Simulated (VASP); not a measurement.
Set up this calculation in VASP 6.6.1, as the native input.

```yaml
Task: single point
Functional: r2SCAN
Potentials_or_basis: VASP PAW PBE potentials, release 64 (Ru_pv)
Cutoff: 550 eV
k_mesh: 6 × 6 × 6
Occupations: gaussian, width 0.15 eV
Spin: no spin polarisation
Dipole_correction: no
Further_INCAR_settings: ALGO = Normal; EDIFF = 1e-06; NBANDS = 13
```

Ru:

```
Ru
1.0
     0.00000    1.91500    1.91500
     1.91500    0.00000    1.91500
     1.91500    1.91500    0.00000
Ru
1
Direct
  0.00000 0.00000 0.00000
```

The input as run:

POSCAR

```
Ru
1.0
    0.0000000000      1.9150000000      1.9150000000
    1.9150000000      0.0000000000      1.9150000000
    1.9150000000      1.9150000000      0.0000000000
Ru
1
Direct
    0.0000000000      0.0000000000      0.0000000000
```

INCAR.step1

```
ALGO     = Normal         # electronic algorithm
EDIFF    = 1E-5           # SCF threshold, eV
ENCUT    = 550            # plane-wave cutoff, eV
GGA      = PE             # functional
GGA_COMPAT= F            
ISMEAR   = 0              # smearing method
LASPH    = T              # aspherical terms in the spheres
LCHARG   = F              # write CHGCAR
LREAL    = F              # projectors in reciprocal space
LWAVE    = T              # write WAVECAR
NBANDS   = 13             # bands
NELM     = 120            # most SCF steps
PREC     = Accurate       # precision mode
SIGMA    = 0.15           # smearing width, eV
```

INCAR.step2

```
ALGO     = Normal         # electronic algorithm
EDIFF    = 1E-6           # SCF threshold, eV
ENCUT    = 550            # plane-wave cutoff, eV
GGA_COMPAT= F            
ISIF     = 2              # what is computed and relaxed
ISMEAR   = 0              # smearing method
ISTART   = 1            
LASPH    = T              # aspherical terms in the spheres
LCHARG   = F              # write CHGCAR
LMIXTAU  = T            
LREAL    = F              # projectors in reciprocal space
LWAVE    = F              # write WAVECAR
METAGGA  = R2SCAN         # meta-GGA
NBANDS   = 13             # bands
NELM     = 120            # most SCF steps
PREC     = Accurate       # precision mode
SIGMA    = 0.15           # smearing width, eV
```

KPOINTS

```
k-points
0
Gamma
  6 6 6
```

Potentials or basis: VASP PAW PBE potentials, release 64 (Ru_pv).

The run is started by

```sh
$ cat potpaw_PBE.64/Ru_pv/POTCAR > POTCAR
$ cp INCAR.step1 INCAR
$ mpirun -np 1 vasp_std > vasp.out
$ cp INCAR.step2 INCAR
$ mpirun -np 1 vasp_std > vasp.out
```

It gave:

The pressure is -7.7 GPa. The band gap on the k mesh is zero (band 7 reaches 14.25 eV, above the bottom of band 8 at 10.82 eV).

Caveat: the k points lie up to 0.47 Å⁻¹ apart; the PAW data sets were made with another functional, which shifts forces and pressure a little.

It took 15 s on 1 thread of AMD EPYC 9R45 96-Core Processor (Zen 5), with other jobs on the host, peak memory 0.11 GiB.
